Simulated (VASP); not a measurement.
# InP (F-43m) in VASP: a series of runs

Aim: see how the results for InP move with the level of theory and the settings. Levels: PBE, PBEsol, revPBE. Tasks: vibrations by perturbation theory, dielectric tensor, density of states.

Everything below comes from runs of VASP 6.6.1. Logs are shortened: lines on timing, memory, paths and dates and some standing lists are left out, and cuts for length are marked.

## (1) The cell of the first run

It takes space group F-43m (No. 216, cubic). Conventional cell: a = 5.861 Å, b = 5.861 Å, c = 5.861 Å, α = 90.00°, β = 90.00°, γ = 90.00°. Within 3.3 Å of In (site symmetry -43m) lie 4 P at 2.54 Å. P (site symmetry -43m) has 4 In at 2.54 Å within 3.3 Å.

## (2) Vibrations by perturbation theory, PBE

INCAR reads:

```
PREC     = Accurate       # precision mode
ENCUT    = 500            # plane-wave cutoff, eV
EDIFF    = 1E-8           # SCF threshold, eV
ISMEAR   = -1             # smearing method
SIGMA    = 0.05           # smearing width, eV
LREAL    = F              # projectors in reciprocal space
LASPH    = T              # aspherical terms in the spheres
NELM     = 120            # most SCF steps
ALGO     = Normal         # electronic algorithm
ISIF     = 2              # what is computed and relaxed
LWAVE    = F              # write WAVECAR
LCHARG   = F              # write CHGCAR
GGA      = PE             # functional
NBANDS   = 16             # bands
IBRION   = 8              # ionic algorithm
NSW      = 1              # ionic steps
GGA_COMPAT= F
```

KPOINTS reads:

```
regular mesh
0
Gamma
  6 6 6
```

POSCAR reads:

```
InP
1.0
    0.0000000000      2.9305000000      2.9305000000
    2.9305000000      0.0000000000      2.9305000000
    2.9305000000      2.9305000000      0.0000000000
In P
1 1
Direct
    0.0000000000      0.0000000000      0.0000000000
    0.7500000000      0.7500000000      0.7500000000
```

Potentials or basis: VASP PAW PBE potentials, release 64 (In_d, P).

Started as:

```console
$ cat potpaw_PBE.64/In_d/POTCAR potpaw_PBE.64/P/POTCAR > POTCAR
$ mpirun -np 1 vasp_std > vasp.out
```

OUTCAR:

```text
PREC = Accurate
   ENCUT = 500
   EDIFF = 1E-8
   ISMEAR = -1
   LREAL = F
   LASPH = T
   NELM = 120
   ISIF = 2
   GGA = PE
   IBRION = 8
   NSW = 1

 ion  position               nearest neighbor table
   1  0.000  0.000  0.000-   2 2.54   2 2.54   2 2.54   2 2.54
   2  0.750  0.750  0.750-   1 2.54   1 2.54   1 2.54   1 2.54

  LATTYP: Found a face centered cubic cell.
 ALAT       =     5.8610000000

  Lattice vectors:

 A1 = (   0.0000000000,   2.9305000000,   2.9305000000)
 A2 = (   2.9305000000,   0.0000000000,   2.9305000000)
 A3 = (   2.9305000000,   2.9305000000,   0.0000000000)

Analysis of symmetry for initial positions (statically):
=====================================================================
 Subroutine PRICEL returns:
 Original cell was already a primitive cell.

 Routine SETGRP: Setting up the symmetry group for a
 face centered cubic supercell.

 Subroutine GETGRP returns: Found 24 space group operations
 (whereof 24 operations were pure point group operations)
 out of a pool of 48 trial point group operations.

The static configuration has the point symmetry T_d .

Analysis of symmetry for dynamics (positions and initial velocities):
=====================================================================
 Subroutine PRICEL returns:
 Original cell was already a primitive cell.

 Routine SETGRP: Setting up the symmetry group for a
 face centered cubic supercell.

 Subroutine GETGRP returns: Found 24 space group operations
 (whereof 24 operations were pure point group operations)
 out of a pool of 48 trial point group operations.

The dynamic configuration has the point symmetry T_d .

 Subroutine INISYM returns: Found 24 space group operations
 (whereof 24 operations are pure point group operations),
 and found     1 'primitive' translations

----------------------------------------------------------------------------------------

[... 451 lines left out ...]
  external PRESSURE =      32.8422426 kB  Pullay stress =       0.0000000 kB

 VOLUME and BASIS-vectors are now :
 -----------------------------------------------------------------------------
  energy-cutoff  :      500.00
  volume of cell :       50.33
      direct lattice vectors                 reciprocal lattice vectors
     0.000000000  2.930500000  2.930500000    -0.170619348  0.170619348  0.170619348
     2.930500000  0.000000000  2.930500000     0.170619348 -0.170619348  0.170619348
     2.930500000  2.930500000  0.000000000     0.170619348  0.170619348 -0.170619348

 POSITION                                       TOTAL-FORCE (eV/Angst)
 -----------------------------------------------------------------------------------
      0.00000      0.00000      0.00000        -0.000000     -0.000000     -0.000000
      4.39575      4.39575      4.39575         0.000000      0.000000      0.000000
 -----------------------------------------------------------------------------------
    total drift:                               -0.000000     -0.000000     -0.000000

  FREE ENERGIE OF THE ION-ELECTRON SYSTEM (eV)
  ---------------------------------------------------
  free  energy   TOTEN  =        -8.3701394300 eV

  energy  without entropy=       -8.3701286115  energy(sigma->0) =       -8.37013402

[... ionic steps 2 to 3 ...]

--------------------------------------- Ionic step        4  -------------------------------------------

------------------------ aborting loop because EDIFF is reached ----------------------------------------

[... ionic steps 5 to 6 ...]

--------------------------------------- Ionic step        7  -------------------------------------------

 Free energy of the ion-electron system (eV)
  ---------------------------------------------------
  ---------------------------------------------------
  free energy    TOTEN  =        -0.04942245 eV

  energy without entropy =       -0.04942245

------------------------ aborting loop because EDIFF is reached ----------------------------------------

 INTERNAL STRAIN TENSOR  FOR ION    2  DIRECTION 1   (eV/Angst):
 -----------------------------------------------------------------------------
    -0.02097  0.00000  0.00000
     0.00000  0.01226  8.40855
     0.00000  8.40855  0.01226

 INTERNAL STRAIN TENSOR FOR ION    2 for displacements in x,y,z  (eV/Angst):
          X           Y           Z          XY          YZ          ZX
  --------------------------------------------------------------------------------
  x     0.00000     0.00000     0.00000     0.00000     8.40855     0.00000
  y     0.00000     0.00000     0.00000     0.00000     0.00000     8.40855
  z     0.00000     0.00000     0.00000     8.40855     0.00000     0.00000

 SECOND DERIVATIVES (NOT SYMMETRIZED)
 ------------------------------------
               1X          1Y          1Z          2X          2Y          2Z
  1X    -8.249192    0.000000    0.000000    8.249192    0.000000    0.000000
  1Y     0.000000   -8.249192    0.000000    0.000000    8.249192    0.000000
  1Z     0.000000    0.000000   -8.249192    0.000000    0.000000    8.249192
  2X     8.201986    0.000000    0.000000   -8.201986    0.000000    0.000000
  2Y     0.000000    8.201986    0.000000    0.000000   -8.201986    0.000000
  2Z     0.000000    0.000000    8.201986    0.000000    0.000000   -8.201986

 Eigenvectors and eigenvalues of the dynamical matrix
 ----------------------------------------------------

   1 f  =    9.070648 THz    56.992560 2PiTHz  302.564235 cm-1    37.513167 meV
             X         Y         Z           dx          dy          dz
      0.000000  0.000000  0.000000    -0.461966    0.000000    0.000000
      4.395750  4.395750  4.395750     0.886897    0.000000    0.000000
[... 21 lines left out ...]
   6 f/i=    0.010664 THz     0.067005 2PiTHz    0.355719 cm-1     0.044104 meV
             X         Y         Z           dx          dy          dz
      0.000000  0.000000  0.000000     0.000000    0.000000    0.886897
      4.395750  4.395750  4.395750     0.000000    0.000000    0.461966

--------------------------------------------------------------------------------------------------------

 ELASTIC MODULI CONTR FROM IONIC RELAXATION (kBar)
 Direction    XX          YY          ZZ          XY          YZ          ZX
 --------------------------------------------------------------------------------
 XX          -0.0000      0.0000      0.0000      0.0000     -0.0000      0.0000
 YY           0.0000     -0.0000      0.0000      0.0000      0.0000     -0.0000
 ZZ           0.0000      0.0000     -0.0000     -0.0000      0.0000      0.0000
 XY           0.0000      0.0000     -0.0000   -269.5967      0.0000      0.0000
 YZ          -0.0000      0.0000      0.0000      0.0000   -269.5967      0.0000
 ZX           0.0000     -0.0000      0.0000      0.0000      0.0000   -269.5967
 --------------------------------------------------------------------------------
```

OSZICAR:

```text
N       E                     dE             d eps       ncg     rms          rms(c)
DAV:   1     0.110277094785E+03    0.11028E+03   -0.84107E+03   512   0.123E+03
DAV:   2    -0.139005224526E+01   -0.11167E+03   -0.10637E+03   592   0.291E+02
DAV:   3    -0.859535121940E+01   -0.72053E+01   -0.71759E+01   648   0.746E+01
DAV:   4    -0.878700546194E+01   -0.19165E+00   -0.19157E+00   632   0.132E+01
[... 54 lines left out ...]
RMM:  13    -0.494223382074E-01   -0.35938E-06   -0.40758E-08  2638   0.593E-05    0.254E-04
RMM:  14    -0.494223620863E-01   -0.23879E-07    0.46619E-08  3092   0.280E-05    0.181E-04
RMM:  15    -0.494224323145E-01   -0.70228E-07   -0.19748E-08  2680   0.186E-05    0.455E-05
RMM:  16    -0.494224548621E-01   -0.22548E-07    0.12032E-08  3116   0.122E-05    0.341E-06
RMM:  17    -0.494224531489E-01    0.17133E-08    0.25885E-09  2401   0.800E-06    0.753E-06
 Linear response finished
```

stdout:

```text
POSCAR found type information on POSCAR InP
 POSCAR found :  2 types and       2 ions
 scaLAPACK will be used
 LDA part: xc-table for (Slater+PW92), standard interpolation
 POSCAR, INCAR and KPOINTS ok, starting setup
 FFT: planning ... GRIDC
 FFT: planning ... GRID_SOFT
 FFT: planning ... GRID
 WAVECAR not read
 entering main loop
 Linear response reoptimize wavefunctions to high precision
 Linear response DOF=           2
 Linear response progress:
 first order change of Fermi-energy  -0.92701E-04
 force on displaced ion       1 direction 1 :  -8.249   0.000   0.000
 Linear response progress:
 first order change of Fermi-energy   0.50896E-03
 force on displaced ion       2 direction 1 :  -8.202  -0.000  -0.000
 Linear response finished
```

Wall time 2.1 min (1 thread of Intel Xeon Platinum 8488C (Sapphire Rapids), shared host); peak memory 0.24 GiB.

What came out:

| Quantity | Value |
| --- | --- |
| Highest phonon frequency at Γ, LO-TO splitting left out | 303 cm⁻¹ |

Phonon frequencies in cm⁻¹ (negative: imaginary):
```
              q point        frequencies
(0.000, 0.000, 0.000)  0 0 0 303 303 303
```

Caveat: the cell wasn't relaxed at this level first, which shifts response properties; spin-orbit coupling is left out, which moves the levels of the heavy elements.

## (3) Dielectric tensor, PBEsol

INCAR reads:

```
SYSTEM = InP
PREC = Accurate ; ENCUT = 400
EDIFF = 1E-8 ; ISMEAR = 0
SIGMA = 0.01 ; LREAL = .FALSE.
LASPH = .TRUE. ; NELM = 120
ALGO = Normal ; ISIF = 2
LWAVE = .FALSE. ; LCHARG = .FALSE.
GGA = PS ; LEPSILON = .TRUE.
GGA_COMPAT = .FALSE.
```

KPOINTS reads:

```
regular mesh
0
G
  8 8 8
  0 0 0
```

POSCAR is that of step 2.

Potentials or basis: VASP PAW PBE potentials, release 64 (In_d, P).

Started as:

```console
$ cat potpaw_PBE.64/In_d/POTCAR potpaw_PBE.64/P/POTCAR > POTCAR
$ mpirun -np 1 vasp_std > vasp.out
```

OUTCAR:

```text
SYSTEM = InP
   PREC = Accurate
   ENCUT = 400
   EDIFF = 1E-8
   ISMEAR = 0
   LREAL = .FALSE.
   LASPH = .TRUE.
   NELM = 120
   ISIF = 2
   GGA = PS
   LEPSILON = .TRUE.

 ion  position               nearest neighbor table
   1  0.000  0.000  0.000-   2 2.54   2 2.54   2 2.54   2 2.54
   2  0.750  0.750  0.750-   1 2.54   1 2.54   1 2.54   1 2.54

  LATTYP: Found a face centered cubic cell.
 ALAT       =     5.8610000000

  Lattice vectors:

 A1 = (   0.0000000000,   2.9305000000,   2.9305000000)
 A2 = (   2.9305000000,   0.0000000000,   2.9305000000)
 A3 = (   2.9305000000,   2.9305000000,   0.0000000000)

Analysis of symmetry for initial positions (statically):
=====================================================================
 Subroutine PRICEL returns:
 Original cell was already a primitive cell.

 Routine SETGRP: Setting up the symmetry group for a
 face centered cubic supercell.

 Subroutine GETGRP returns: Found 24 space group operations
 (whereof 24 operations were pure point group operations)
 out of a pool of 48 trial point group operations.

The static configuration has the point symmetry T_d .

Analysis of symmetry for dynamics (positions and initial velocities):
=====================================================================
 Subroutine PRICEL returns:
 Original cell was already a primitive cell.

 Routine SETGRP: Setting up the symmetry group for a
 face centered cubic supercell.

 Subroutine GETGRP returns: Found 24 space group operations
 (whereof 24 operations were pure point group operations)
[... 563 lines left out ...]
  free  energy   TOTEN  =        -9.1536514602 eV

  energy  without entropy=       -9.1536514602  energy(sigma->0) =       -9.15365146

 HEAD OF MICROSCOPIC STATIC DIELECTRIC TENSOR (INDEPENDENT PARTICLE, excluding Hartree and local field effects)
 ------------------------------------------------------
          17.680123    -0.000000     0.000000
          -0.000000    17.680123     0.000000
          -0.000000     0.000000    17.680123
 ------------------------------------------------------

 Free energy of the ion-electron system (eV)
  ---------------------------------------------------
  ---------------------------------------------------
  free energy    TOTEN  =        -2.36643611 eV

  energy without entropy =       -2.36643611

------------------------ aborting loop because EDIFF is reached ----------------------------------------

--------------------------------------- Ionic step        2  -------------------------------------------

------------------------ aborting loop because EDIFF is reached ----------------------------------------

--------------------------------------- Ionic step        3  -------------------------------------------

 Free energy of the ion-electron system (eV)
  ---------------------------------------------------
  ---------------------------------------------------
  free energy    TOTEN  =        -2.36643634 eV

  energy without entropy =       -2.36643634

------------------------ aborting loop because EDIFF is reached ----------------------------------------

 PIEZOELECTRIC TENSOR FIELD DIRECTION 3  (e Angst)
 -----------------------------------------------------------------------------
    -0.00070  2.76496  0.00000           (  0.00000  0.02922  0.00000)
     2.76496 -0.00070  0.00000           (  0.02922  0.00000  0.00000)
     0.00000  0.00000 -0.00080           (  0.00000  0.00000 -0.00000)

 PIEZOELECTRIC TENSOR FIELD DIRECTION 3  (C/m^2)
 -----------------------------------------------------------------------------
    -0.00022  0.88013  0.00000
     0.88013 -0.00022  0.00000
     0.00000  0.00000 -0.00026

 MACROSCOPIC STATIC DIELECTRIC TENSOR (including local field effects in DFT)
 ------------------------------------------------------
          17.171043    -0.000000    -0.000000
           0.000000    17.171043     0.000000
          -0.000000    -0.000000    17.171043
 ------------------------------------------------------

 PIEZOELECTRIC TENSOR (including local field effects)  for field in x, y, z        (e  Angst)
          XX          YY          ZZ          XY          YZ          ZX
  --------------------------------------------------------------------------------
  x     0.00000     0.00000    -0.00000     0.00000     2.77435    -0.00000
  y     0.00000    -0.00000     0.00000     0.00000     0.00000     2.77435
  z    -0.00000     0.00000     0.00000     2.77435     0.00000     0.00000

 PIEZOELECTRIC TENSOR (including local field effects)  for field in x, y, z        (C/m^2)
          XX          YY          ZZ          XY          YZ          ZX
  --------------------------------------------------------------------------------
  x     0.00000     0.00000    -0.00000     0.00000     0.88311    -0.00000
  y     0.00000    -0.00000     0.00000     0.00000     0.00000     0.88311
  z    -0.00000     0.00000     0.00000     0.88311     0.00000     0.00000

 BORN EFFECTIVE CHARGES (including local field effects) (in |e|, cummulative output)
 ---------------------------------------------------------------------------------
 ion    1
    1     2.63865     0.00000     0.00000
    2     0.00000     2.63865     0.00000
    3     0.00000     0.00000     2.63865
 ion    2
    1    -2.63865     0.00000     0.00000
    2     0.00000    -2.63865    -0.00000
    3    -0.00000    -0.00000    -2.63865
```

Run time: 4.1 min. Hardware: 1 thread of Intel Xeon Platinum 8488C (Sapphire Rapids), shared host; peak memory 0.25 GiB.

Results:

| Quantity | Value |
| --- | --- |
| Band gap on the k mesh | 0.61 eV, direct |
| Electronic dielectric tensor (diagonal) | 17.17 |
| Born charges (mean of the diagonal) | In +2.64; P -2.64 e |

Levels at points of the mesh, in eV from the valence-band top:
```
           k point  band 7  band 8  band 9  band 10  band 11  band 12
(0.00, 0.00, 0.00)    0.00    0.00    0.00     0.61     4.02     4.02
(0.50, 0.00, 0.00)   -5.80   -0.99   -0.99     1.40     4.74     4.74
(0.50, 0.50, 0.00)   -5.82   -2.35   -2.35     1.63     2.16     9.09
```

Electronic dielectric tensor:
```
17.17  0.00  0.00
 0.00 17.17  0.00
 0.00  0.00 17.17
```

Born effective charge tensors (e):
atom 1, In
```
2.64 0.00 0.00
0.00 2.64 0.00
0.00 0.00 2.64
```
atom 2, P
```
-2.64  0.00  0.00
 0.00 -2.64  0.00
 0.00  0.00 -2.64
```

Caveat: the gap is small at this level, which inflates the dielectric constant; the PAW data sets were made with another functional, which shifts forces and pressure a little; spin-orbit coupling is left out, which moves the levels of the heavy elements.

## (4) Density of states, revPBE, non-collinear spin, zero start, spin-orbit coupling

POSCAR is that of step 3.

INCAR.step1 reads:

```
SYSTEM = InP
PREC = Accurate ; ENCUT = 520
EDIFF = 1E-7 ; ISMEAR = 0
SIGMA = 0.05 ; LREAL = .FALSE.
LASPH = .TRUE. ; NELM = 150
ALGO = Normal ; ISIF = 2
LWAVE = .FALSE. ; LCHARG = .TRUE.
MAGMOM = 0 0 0 0 0 0 ; LSORBIT = .TRUE.
GGA_COMPAT = .FALSE. ; LORBMOM = .TRUE.
GGA = RE ; NBANDS = 30
```

KPOINTS.step1 reads:

```
Automatic mesh
0
G
  8 8 8
  0 0 0
```

INCAR.step2 reads:

```
SYSTEM = InP
PREC = Accurate ; ENCUT = 520
EDIFF = 1E-7 ; ISMEAR = -5
SIGMA = 0.05 ; LREAL = .FALSE.
LASPH = .TRUE. ; NELM = 150
ALGO = Normal ; ISIF = 2
LWAVE = .FALSE. ; LCHARG = .FALSE.
MAGMOM = 0 0 0 0 0 0 ; LORBIT = 11
LSORBIT = .TRUE. ; GGA_COMPAT = .FALSE.
LORBMOM = .TRUE. ; GGA = RE
NBANDS = 30 ; NEDOS = 2001
ICHARG = 11
```

KPOINTS.step2 reads:

```
Automatic mesh
0
G
  12 12 12
  0 0 0
```

Started as:

```console
$ cat potpaw_PBE.64/In_d/POTCAR potpaw_PBE.64/P/POTCAR > POTCAR
$ cp INCAR.step1 INCAR
$ cp KPOINTS.step1 KPOINTS
$ mpirun -np 1 vasp_ncl > vasp.out
$ cp INCAR.step2 INCAR
$ cp KPOINTS.step2 KPOINTS
$ mpirun -np 1 vasp_ncl > vasp.out
```

It took 3.6 min on 1 thread of Intel Xeon 6975P-C (Granite Rapids), shared host; peak memory 0.45 GiB.

It converged, with:

```
Net moment                                            : 0.00 μB per cell
Valence electrons inside the program's atomic spheres : In 11.49; P 2.54
```

Moments on the atoms (μB; x, y, z):
```
In  0.00 0.00 0.00
P   0.00 0.00 0.00
```

Caveat: the PAW data sets were made with another functional, which shifts forces and pressure a little.
